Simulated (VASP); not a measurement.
# MnS (Browneite) in VASP: notebook

The runs below take MnS (Browneite) through single point, with PBEsol.

Program: VASP 6.6.1. These are calculated values, not measurements. Logs are shortened: lines on timing, memory, paths and dates and some standing lists are left out, and cuts for length are marked.

### 1 The cell of the first run

The typed cell holds 2 atoms: a = 3.960 Å, b = 3.960 Å, c = 3.960 Å, α = 60.00°, β = 60.00°, γ = 60.00°.

### 2 Single point, PBEsol, collinear spin, ferromagnetic start

INCAR reads:

```
SYSTEM = MnS
ALGO = Normal
EDIFF = 1E-6
ENCUT = 520
GGA = PS
ISIF = 2
ISMEAR = -1
ISPIN = 2
LASPH = .TRUE.
LCHARG = .FALSE.
LMAXMIX = 4
LORBIT = 11
LREAL = .FALSE.
LWAVE = .FALSE.
MAGMOM = 5.2 0
NBANDS = 20
NELM = 150
PREC = Accurate
SIGMA = 0.1
```

KPOINTS reads:

```
k-points
0
G
  6 6 6
  0 0 0
```

POSCAR reads:

```
MnS
1.0
    0.0000000000      2.8000000000      2.8000000000
    2.8000000000      0.0000000000      2.8000000000
    2.8000000000      2.8000000000      0.0000000000
Mn S
1 1
Direct
   -0.0301941318      0.0295816152      0.0075798693
    0.2209439502      0.2809145074      0.2568538034
```

Potentials or basis: VASP PAW PBE potentials, release 64 (Mn_pv, S).

Started as:

```
$ cat potpaw_PBE.64/Mn_pv/POTCAR potpaw_PBE.64/S/POTCAR > POTCAR
$ mpirun -np 1 vasp_std > vasp.out
```

OUTCAR:

```text
SYSTEM = MnS
   EDIFF = 1E-6
   ENCUT = 520
   GGA = PS
   ISIF = 2
   ISMEAR = -1
   ISPIN = 2
   LASPH = .TRUE.
   LORBIT = 11
   LREAL = .FALSE.
   NELM = 150
   PREC = Accurate

 ion  position               nearest neighbor table
   1  0.970  0.030  0.008-   2 2.42   2 2.42   2 2.43   2 2.43
   2  0.221  0.281  0.257-   1 2.42   1 2.42   1 2.43   1 2.43

  LATTYP: Found a face centered cubic cell.
 ALAT       =     5.6000000000

  Lattice vectors:

 A1 = (   0.0000000000,   2.8000000000,   2.8000000000)
 A2 = (   2.8000000000,   0.0000000000,   2.8000000000)
 A3 = (   2.8000000000,   2.8000000000,   0.0000000000)

Analysis of symmetry for initial positions (statically):
=====================================================================
 Subroutine PRICEL returns:
 Original cell was already a primitive cell.

 Routine SETGRP: Setting up the symmetry group for a
 face centered cubic supercell.

 Subroutine GETGRP returns: Found  1 space group operations
 (whereof  1 operations were pure point group operations)
 out of a pool of 48 trial point group operations.

The static configuration has the point symmetry C_1 .

Analysis of symmetry for dynamics (positions and initial velocities):
=====================================================================
 Subroutine PRICEL returns:
 Original cell was already a primitive cell.

 Routine SETGRP: Setting up the symmetry group for a
 face centered cubic supercell.

 Subroutine GETGRP returns: Found  1 space group operations
 (whereof  1 operations were pure point group operations)
 out of a pool of 48 trial point group operations.

The dynamic configuration has the point symmetry C_1 .

Analysis of structural, dynamic, and magnetic symmetry:
=====================================================================
 Subroutine PRICEL returns:
 Original cell was already a primitive cell.

 Routine SETGRP: Setting up the symmetry group for a
 face centered cubic supercell.

 Subroutine GETGRP returns: Found  1 space group operations
 (whereof  1 operations were pure point group operations)
 out of a pool of 48 trial point group operations.

The overall configuration has the point symmetry C_1 .

 Subroutine INISYM returns: Found  1 space group operations
 (whereof  1 operations are pure point group operations),
 and found     1 'primitive' translations

----------------------------------------------------------------------------------------

                                     Primitive cell

  volume of cell :      43.9040

  direct lattice vectors                    reciprocal lattice vectors
     0.000000000  2.800000000  2.800000000    -0.178571429  0.178571429  0.178571429
     2.800000000  0.000000000  2.800000000     0.178571429 -0.178571429  0.178571429
     2.800000000  2.800000000  0.000000000     0.178571429  0.178571429 -0.178571429

  length of vectors
     3.959797975  3.959797975  3.959797975     0.309294787  0.309294787  0.309294787

  position of ions in fractional coordinates (direct lattice)
     0.969805868  0.029581615  0.007579869
     0.220943950  0.280914507  0.256853803

  ion indices of the primitive-cell ions
   primitive index   ion index
                 1           1
                 2           2

----------------------------------------------------------------------------------------

 KPOINTS: k-points

Automatic generation of k-mesh.
 Grid dimensions read from file:
 generate k-points for:    6    6    6

 Generating k-lattice:

  Cartesian coordinates                     Fractional coordinates (reciprocal lattice)
    -0.029761905  0.029761905  0.029761905     0.166666667  0.000000000  0.000000000
     0.029761905 -0.029761905  0.029761905     0.000000000  0.166666667  0.000000000
     0.029761905  0.029761905 -0.029761905     0.000000000  0.000000000  0.166666667

  Length of vectors
     0.051549131  0.051549131  0.051549131

  Shift w.r.t. Gamma in fractional coordinates (k-lattice)
     0.000000000  0.000000000  0.000000000

 Subroutine IBZKPT returns following result:
 ===========================================

 Found    112 irreducible k-points:

 Following reciprocal coordinates:
            Coordinates               Weight
  0.000000  0.000000  0.000000      1.000000
  0.166667  0.000000  0.000000      2.000000
  0.000000  0.166667  0.000000      2.000000
  0.000000  0.000000  0.166667      2.000000
  0.166667  0.166667  0.166667      2.000000
  0.333333  0.000000  0.000000      2.000000
[... 16 lines left out ...]
  0.166667 -0.166667 -0.166667      2.000000
  0.333333  0.333333  0.166667      2.000000
 [... further k-points ...]
   k-points           NKPTS =    112   k-points in BZ     NKDIM =    112   number of bands    NBANDS=     20
   number of dos      NEDOS =    301   number of ions     NIONS =      2
   total plane-waves  NPLWV =  27000
   dimension x,y,z NGX =    30 NGY =   30 NGZ =   30
   dimension x,y,z NGXF=    60 NGYF=   60 NGZF=   60
   ions per type =               1   1
   NGX,Y,Z   is equivalent  to a cutoff of  12.60, 12.60, 12.60 a.u.
   NGXF,Y,Z  is equivalent  to a cutoff of  25.19, 25.19, 25.19 a.u.
 SYSTEM =  MnS
   PREC   = accura    normal or accurate (medium, high low for compatibility)
   ISTART =      0    job   : 0-new  1-cont  2-samecut
   ICHARG =      2    charge: 1-file 2-atom 10-const
   ISPIN  =      2    spin polarized calculation?
   LNONCOLLINEAR =      F non collinear calculations
   LSORBIT =      F    spin-orbit coupling
   LASPH  =      T    aspherical Exc in radial PAW
   ENCUT  =  520.0 eV  38.22 Ry    6.18 a.u.   7.36  7.36  7.36*2*pi/ulx,y,z
   NELM   =    150;   NELMIN=  2; NELMDL= -5     # of ELM steps
   EDIFF  = 0.1E-05   stopping-criterion for ELM
   LREAL  =      F    real-space projection
   EDIFFG = 0.1E-04   stopping-criterion for IOM
   NSW    =      0    number of steps for IOM
   IBRION =     -1    ionic relax: 0-MD 1-quasi-New 2-CG
   NFREE  =      0    steps in history (QN), initial steepest desc. (CG)
   ISIF   =      2    stress and relaxation
   ISYM   =      2    0-nonsym 1-usesym 2-fastsym
   POTIM  = 0.5000    time-step for ionic-motion
   TEBEG  =    0.0;   TEEND  =   0.0 temperature during run
   PSTRESS=    0.0 pullay stress
   NELECT =      19.0000    total number of electrons
[... 23 lines left out ...]
 NGX is ok and might be reduce to    30
   NGX = 15   NGY = 15   NGZ = 15

 number of electron      19.0000005 magnetization       4.8182103

 Free energy of the ion-electron system (eV)
  ---------------------------------------------------
  ext. energy  EPLUGINS =         0.00000000
  ---------------------------------------------------
  free energy    TOTEN  =       -14.77072830 eV

  energy without entropy =      -14.74022308  energy(sigma->0) =      -14.75547569

 E-fermi :   4.3181     XC(G=0):  -9.5286

 val. band max:        4.3082268062   @ k =   0.0000   0.5000   0.5000
 cond. band min:       4.3196103534   @ k =  -0.3333   0.1667   0.5000
 fundamental gap:      0.0113835472
 Fermi energy:         4.3180597692

 spin component 1

 k-point     1 :       0.0000    0.0000    0.0000
  band No.  band energies     occupation
      1     -46.1638      1.00000
      2     -46.1625      1.00000
      3     -46.1615      1.00000
      4      -9.5178      1.00000
      5      -0.4802      1.00000
      6      -0.4717      1.00000
[... 12 lines left out ...]
     19      16.2078      0.00000
     20      16.9067      0.00000

 k-point     2 :       0.1667    0.0000    0.0000
  band No.  band energies     occupation
      1     -46.1640      1.00000
      2     -46.1630      1.00000
      3     -46.1619      1.00000
      4      -9.3596      1.00000
      5      -0.7327      1.00000
      6      -0.4098      1.00000
[... 12 lines left out ...]
     19      15.5878      0.00000
     20      18.0914      0.00000

 k-point     3 :       0.0000    0.1667    0.0000
  band No.  band energies     occupation
      1     -46.1640      1.00000
      2     -46.1629      1.00000
      3     -46.1620      1.00000
      4      -9.3596      1.00000
      5      -0.7336      1.00000
      6      -0.4088      1.00000
[... 12 lines left out ...]
     19      15.5878      0.00000
     20      18.0916      0.00000

 k-point     4 :       0.0000    0.0000    0.1667
  band No.  band energies     occupation
      1     -46.1643      1.00000
      2     -46.1630      1.00000
      3     -46.1616      1.00000
      4      -9.3599      1.00000
      5      -0.7241      1.00000
      6      -0.4163      1.00000
[... 429 lines left out ...]
 k-point    23 :       0.1667   -0.1667   -0.1667
  band No.  band energies     occupation
      1     -46.1646      1.00000
      2     -46.1639      1.00000
      3     -46.1626      1.00000
      4      -9.0226      1.00000
      5      -1.1185      1.00000
      6      -0.2913      1.00000
[... 12 lines left out ...]
     19      16.8277      0.00000
     20      19.9031      0.00000

 k-point    24 :       0.3333    0.3333    0.1667
  band No.  band energies     occupation
      1     -46.1655      1.00000
      2     -46.1635      1.00000
      3     -46.1621      1.00000
      4      -9.0234      1.00000
      5      -1.1125      1.00000
      6      -0.2951      1.00000
[... 12 lines left out ...]
     19      16.8263      0.00000
     20      19.9027      0.00000

 [... further k-points ...]

 spin component 2

 k-point     1 :       0.0000    0.0000    0.0000
  band No.  band energies     occupation
      1     -41.6960      1.00000
      2     -41.6957      1.00000
      3     -41.6954      1.00000
      4      -9.2058      1.00000
      5       1.0683      1.00000
      6       1.0791      1.00000
[... 12 lines left out ...]
     19      17.0780      0.00000
     20      17.8513      0.00000

 k-point     2 :       0.1667    0.0000    0.0000
  band No.  band energies     occupation
      1     -41.6971      1.00000
      2     -41.6960      1.00000
      3     -41.6955      1.00000
      4      -9.0574      1.00000
      5       0.5120      1.00000
      6       1.1018      1.00000
[... 12 lines left out ...]
     19      16.4677      0.00000
     20      19.1791      0.00000

 k-point     3 :       0.0000    0.1667    0.0000
  band No.  band energies     occupation
      1     -41.6971      1.00000
      2     -41.6959      1.00000
      3     -41.6955      1.00000
      4      -9.0574      1.00000
      5       0.5110      1.00000
      6       1.1030      1.00000
[... 12 lines left out ...]
     19      16.4674      0.00000
     20      19.1792      0.00000

 k-point     4 :       0.0000    0.0000    0.1667
  band No.  band energies     occupation
      1     -41.6967      1.00000
      2     -41.6962      1.00000
      3     -41.6956      1.00000
      4      -9.0577      1.00000
      5       0.5210      1.00000
      6       1.0941      1.00000
[... 429 lines left out ...]
 k-point    23 :       0.1667   -0.1667   -0.1667
  band No.  band energies     occupation
      1     -41.6989      1.00000
      2     -41.6966      1.00000
      3     -41.6962      1.00000
      4      -8.7422      1.00000
      5      -0.1597      1.00000
      6       1.0137      1.00000
[... 12 lines left out ...]
     19      17.7594      0.00000
     20      20.7594      0.00000

 k-point    24 :       0.3333    0.3333    0.1667
  band No.  band energies     occupation
      1     -41.6985      1.00000
      2     -41.6968      1.00000
      3     -41.6964      1.00000
      4      -8.7428      1.00000
      5      -0.1525      1.00000
      6       1.0077      1.00000
[... 12 lines left out ...]
     19      17.7618      0.00000
     20      20.7586      0.00000

 [... further k-points ...]
[... 5 lines left out ...]
  --------------------------------------------------------------------------------------
  -------------------------------------------------------------------------------------
  Total       -0.7464185     -0.7467069     -0.7464166     -0.0380720     -0.0092167     -0.0061557
  in kB      -27.2388581    -27.2493829    -27.2387885     -1.3893520     -0.3363409     -0.2246381
  external PRESSURE =     -27.2423432 kB  Pullay stress =       0.0000000 kB

 VOLUME and BASIS-vectors are now :
 -----------------------------------------------------------------------------
  energy-cutoff  :      520.00
  volume of cell :       43.90
      direct lattice vectors                 reciprocal lattice vectors
     0.000000000  2.800000000  2.800000000    -0.178571429  0.178571429  0.178571429
     2.800000000  0.000000000  2.800000000     0.178571429 -0.178571429  0.178571429
     2.800000000  2.800000000  0.000000000     0.178571429  0.178571429 -0.178571429

 POSITION                                       TOTAL-FORCE (eV/Angst)
 -----------------------------------------------------------------------------------
      0.10405      2.73668      2.79828         0.008007      0.006003      0.034074
      1.50575      1.33783      1.40520        -0.008007     -0.006003     -0.034074
 -----------------------------------------------------------------------------------
    total drift:                               -0.000471      0.001132     -0.000013

  FREE ENERGIE OF THE ION-ELECTRON SYSTEM (eV)
  ---------------------------------------------------
  free  energy   TOTEN  =       -14.7707282994 eV

  energy  without entropy=      -14.7402230816  energy(sigma->0) =      -14.75547569

 total charge

# of ion       s       p       d       tot
------------------------------------------
    1        0.263   6.214   4.907  11.384
    2        1.310   2.414   0.000   3.724
--------------------------------------------------
tot          1.573   8.628   4.907  15.109

 magnetization (x)

# of ion       s       p       d       tot
------------------------------------------
    1        0.048   0.064   4.148   4.260
    2        0.010   0.057   0.000   0.067
--------------------------------------------------
tot          0.058   0.121   4.148   4.327
```

Run time: 3 min. Hardware: 1 thread of Intel Xeon Platinum 8259CL at 2.50GHz (Skylake/Cascade Lake), shared host; peak memory 0.29 GiB.

What came out:

| Item | Value |
| --- | --- |
| Free energy | -14.7707 eV |
| Pressure | -2.7 GPa |
| Largest force | 0.036 eV/Å |
| Net moment | 4.82 μB per cell |
| Site moments | Mn +4.26; S +0.07 μB |
| Valence electrons inside the program's atomic spheres | Mn 11.38; S 3.72 |

Forces in eV/Å, atoms in the order of the input:
```
Mn   0.008  0.006  0.034
S   -0.008 -0.006 -0.034
```

Levels at points of the mesh, in eV from the Fermi level:
Spin up:
```
           k point  band 8  band 9  band 10  band 11  band 12  band 13  band 14  band 15  band 16  band 17
(0.00, 0.00, 0.00)   -3.09   -3.09     0.35     0.36     0.36     0.93     5.86     5.86     5.86    10.73
(0.50, 0.00, 0.00)   -2.98   -2.98    -2.77    -0.69    -0.68     2.93     6.28     6.31     6.82    10.89
(0.00, 0.50, 0.00)   -2.98   -2.98    -2.77    -0.69    -0.68     2.93     6.29     6.31     6.82    10.89
(0.00, 0.00, 0.50)   -2.98   -2.98    -2.76    -0.68    -0.66     2.92     6.28     6.31     6.81    10.90
(0.50, 0.50, 0.50)   -2.98   -2.98    -2.76    -0.67    -0.66     2.92     6.28     6.30     6.80    10.90
(0.50, 0.50, 0.00)   -3.09   -2.87    -2.61    -2.06    -2.04     2.74     4.33     9.05    10.71    10.73
(0.00, 0.50, 0.50)   -3.09   -2.87    -2.61    -2.05    -2.05     2.74     4.33     9.05    10.72    10.72
(0.50, 0.00, 0.50)   -3.09   -2.87    -2.61    -2.05    -2.05     2.74     4.33     9.05    10.72    10.72
```
Spin down:
```
           k point  band 4  band 5  band 6  band 7  band 8  band 9  band 10  band 11
(0.00, 0.00, 0.00)  -13.52   -3.25   -3.24   -3.23    0.87    0.87     1.88     3.06
(0.50, 0.00, 0.00)  -12.87   -5.12   -3.16   -3.15    0.91    0.99     1.00     2.08
(0.00, 0.50, 0.00)  -12.87   -5.12   -3.16   -3.15    0.91    0.99     1.00     2.08
(0.00, 0.00, 0.50)  -12.88   -5.11   -3.17   -3.16    0.92    0.99     1.00     2.09
(0.50, 0.50, 0.50)  -12.88   -5.11   -3.17   -3.17    0.93    0.99     1.00     2.10
(0.50, 0.50, 0.00)  -12.67   -5.02   -3.28   -3.26   -0.01    0.88     1.30     1.35
(0.00, 0.50, 0.50)  -12.67   -5.02   -3.27   -3.27   -0.01    0.88     1.30     1.35
(0.50, 0.00, 0.50)  -12.67   -5.02   -3.27   -3.27   -0.01    0.88     1.30     1.35
```

Caveat: the PAW data sets were made with another functional, which shifts forces and pressure a little; a cell with one magnetic atom can't hold antiferromagnetic order, which such compounds often take; semilocal functionals often make such compounds metallic where correlation or magnetic order opens a gap, which also shifts bond lengths. With open d or f shells a metallic result of PBEsol can be an artefact of self-interaction; +U or a hybrid may open a gap.

### 3 Single point, PBEsol, collinear spin, ferromagnetic start

INCAR reads:

```
PREC = Accurate
ENCUT = 520
EDIFF = 1E-7
ISMEAR = -1
SIGMA = 0.1
LREAL = False
LASPH = True
NELM = 150
ALGO = Normal
ISIF = 2
LWAVE = False
LCHARG = False
ISPIN = 2
MAGMOM = 5.2 0
LORBIT = 11
LMAXMIX = 4
GGA = PS
NBANDS = 20
```

KPOINTS reads:

```
regular mesh
0
Gamma
  6 6 6
```

POSCAR reads:

```
MnS
1.0
    0.0000000000      2.8000000000      2.8000000000
    2.8000000000      0.0000000000      2.8000000000
    2.8000000000      2.8000000000      0.0000000000
Mn S
1 1
Direct
   -0.0296902884      0.0299065203      0.0071422150
    0.2204401189      0.2805896081      0.2572914483
```

Potentials or basis: VASP PAW PBE potentials, release 64 (Mn_pv, S).

Started as:

```
$ cat potpaw_PBE.64/Mn_pv/POTCAR potpaw_PBE.64/S/POTCAR > POTCAR
$ mpirun -np 1 vasp_std > vasp.out
```

Run time: 3 min. Hardware: 1 thread of Intel Xeon Platinum 8259CL at 2.50GHz (Skylake/Cascade Lake), shared host; peak memory 0.29 GiB.

The run converged. Its results:

```yaml
Free_energy: -14.7708 eV
Pressure: -2.7 GPa
Largest_force: 0.016 eV/Å
Net_moment: 4.82 μB per cell
Site_moments: Mn +4.26; S +0.07 μB
Valence_electrons_inside_the_program's_atomic_spheres: Mn 11.38; S 3.72
```

Forces on the atoms (eV/Å):
```
Mn   0.011  0.004  0.011
S   -0.011 -0.004 -0.011
```

Levels at points of the mesh, in eV from the Fermi level:
Spin up:
| k point | band 10 | band 11 | band 12 | band 13 | band 14 | band 15 |
| --- | --- | --- | --- | --- | --- | --- |
| (0.00, 0.00, 0.00) | 0.35 | 0.36 | 0.36 | 0.93 | 5.86 | 5.86 |
| (0.50, 0.00, 0.00) | -2.77 | -0.68 | -0.67 | 2.93 | 6.29 | 6.30 |
| (0.00, 0.50, 0.00) | -2.77 | -0.68 | -0.68 | 2.93 | 6.29 | 6.30 |
| (0.00, 0.00, 0.50) | -2.77 | -0.68 | -0.67 | 2.93 | 6.29 | 6.30 |
| (0.50, 0.50, 0.50) | -2.76 | -0.67 | -0.67 | 2.92 | 6.29 | 6.30 |
| (0.50, 0.50, 0.00) | -2.61 | -2.05 | -2.05 | 2.74 | 4.33 | 9.05 |
| (0.00, 0.50, 0.50) | -2.61 | -2.05 | -2.05 | 2.74 | 4.33 | 9.05 |
| (0.50, 0.00, 0.50) | -2.61 | -2.05 | -2.05 | 2.74 | 4.33 | 9.05 |
Spin down:
| k point | band 3 | band 4 | band 5 | band 6 | band 7 | band 8 | band 9 | band 10 | band 11 | band 12 |
| --- | --- | --- | --- | --- | --- | --- | --- | --- | --- | --- |
| (0.00, 0.00, 0.00) | -46.01 | -13.52 | -3.24 | -3.24 | -3.23 | 0.87 | 0.87 | 1.88 | 3.07 | 3.08 |
| (0.50, 0.00, 0.00) | -46.01 | -12.87 | -5.11 | -3.16 | -3.16 | 0.92 | 0.99 | 1.00 | 2.09 | 2.09 |
| (0.00, 0.50, 0.00) | -46.01 | -12.87 | -5.11 | -3.16 | -3.16 | 0.91 | 0.99 | 1.00 | 2.09 | 2.09 |
| (0.00, 0.00, 0.50) | -46.01 | -12.87 | -5.11 | -3.16 | -3.16 | 0.92 | 0.99 | 1.00 | 2.09 | 2.09 |
| (0.50, 0.50, 0.50) | -46.01 | -12.88 | -5.11 | -3.17 | -3.16 | 0.92 | 0.99 | 1.00 | 2.10 | 2.10 |
| (0.50, 0.50, 0.00) | -46.02 | -12.67 | -5.02 | -3.27 | -3.26 | -0.01 | 0.88 | 1.30 | 1.35 | 1.35 |
| (0.00, 0.50, 0.50) | -46.02 | -12.67 | -5.02 | -3.27 | -3.26 | -0.01 | 0.88 | 1.30 | 1.35 | 1.35 |
| (0.50, 0.00, 0.50) | -46.02 | -12.67 | -5.02 | -3.27 | -3.27 | -0.01 | 0.88 | 1.30 | 1.35 | 1.35 |

Caveat: the PAW data sets were made with another functional, which shifts forces and pressure a little; a cell with one magnetic atom can't hold antiferromagnetic order, which such compounds often take; semilocal functionals often make such compounds metallic where correlation or magnetic order opens a gap, which also shifts bond lengths. With open d or f shells a metallic result of PBEsol can be an artefact of self-interaction; +U or a hybrid may open a gap.
